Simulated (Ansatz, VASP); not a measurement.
**TiN: VASP beside Ansatz**

```
N Ti
1.0
     3.00289    0.00000    0.00000
    -1.50145    2.60058    0.00000
     0.00000    0.00000   21.12963
N Ti
3 3
Direct
  0.33333 0.66667 0.36511
  0.00000 0.00000 0.47461
  0.66667 0.33333 0.58865
  0.66667 0.33333 0.40153
  0.33333 0.66667 0.52841
  0.00000 0.00000 0.64168
```

Alike in both runs: functional PBE; k mesh 12 × 12 × 1; occupations gaussian, width 0.1 eV; no spin polarisation.

Ansatz relaxed the structure, and its values are those at the end. VASP's run is a single point on that final structure, the one shown.

```csv
,VASP,Ansatz
version,VASP 6.6.1,Ansatz 0.2.0
potentials or method,"VASP PAW PBE potentials, release 64 (N, Ti_sv), cutoff 520 eV","scalar-relativistic, plane waves, PAW"
valence electrons in the cell,51,51
```

|  | VASP | Ansatz | Ansatz less VASP |
| --- | --- | --- | --- |
| gap on the k mesh at the Fermi level (eV) | none | none | - |
| rms of the force components (eV/Å) | 0.021 | 0.002 | -0.0190 |
| work function, face that differs most (eV) | 7.23 | 7.22 | -0.003 |

A gap of «none» marks a metal or a gap that the smearing closes. Ansatz's warnings: xc potential rough in thin density.
